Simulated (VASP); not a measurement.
Here is a VASP 6.6.1 calculation.

File POSCAR:

```
SnTe
1.0
    0.0000000000      3.1855994643      3.1855994643
    3.1855994643      0.0000000000      3.1855994643
    3.1855994643      3.1855994643      0.0000000000
Sn Te
1 1
Direct
    0.0000000000      0.0000000000      0.0000000000
    0.5000000000      0.5000000000      0.5000000000
```

Contents of INCAR.step1:

```
PREC     = Accurate       # precision mode
ENCUT    = 600            # plane-wave cutoff, eV
ISMEAR   = 0              # smearing method
SIGMA    = 0.01           # smearing width, eV
LREAL    = False          # projectors in reciprocal space
LASPH    = True           # aspherical terms in the spheres
NELM     = 80             # most SCF steps
GGA      = PE             # functional
ALGO     = Normal         # electronic algorithm
EDIFF    = 1E-4           # SCF threshold, eV
LWAVE    = True           # write WAVECAR
LCHARG   = False          # write CHGCAR
```

Contents of INCAR.step2:

```
PREC     = Accurate       # precision mode
ENCUT    = 600            # plane-wave cutoff, eV
EDIFF    = 1E-7           # SCF threshold, eV
ISMEAR   = 0              # smearing method
SIGMA    = 0.01           # smearing width, eV
LREAL    = False          # projectors in reciprocal space
LASPH    = True           # aspherical terms in the spheres
NELM     = 80             # most SCF steps
ALGO     = Normal         # electronic algorithm
ISIF     = 3              # what is computed and relaxed
LWAVE    = False          # write WAVECAR
LCHARG   = False          # write CHGCAR
METAGGA  = R2SCAN         # meta-GGA
LMIXTAU  = True         
IBRION   = 2              # ionic algorithm
NSW      = 100            # ionic steps
EDIFFG   = -0.005         # ionic threshold
ISTART   = 1
```

KPOINTS

```
Automatic mesh
0
Gamma
  10 10 10
```

Potentials or basis: VASP PAW PBE potentials, release 64 (Sn_d, Te).

Run with:

```console
$ cat potpaw_PBE.64/Sn_d/POTCAR potpaw_PBE.64/Te/POTCAR > POTCAR
$ cp INCAR.step1 INCAR
$ mpirun -np 1 vasp_std > vasp.out
$ cp INCAR.step2 INCAR
$ mpirun -np 1 vasp_std > vasp.out
```

(1) What does it give for the band gap on the k mesh?

Results:

(1) 0.13 eV.

Caveat: the relaxation stopped at its first step, so nothing moved; spin-orbit coupling is left out, which moves the levels of the heavy elements.
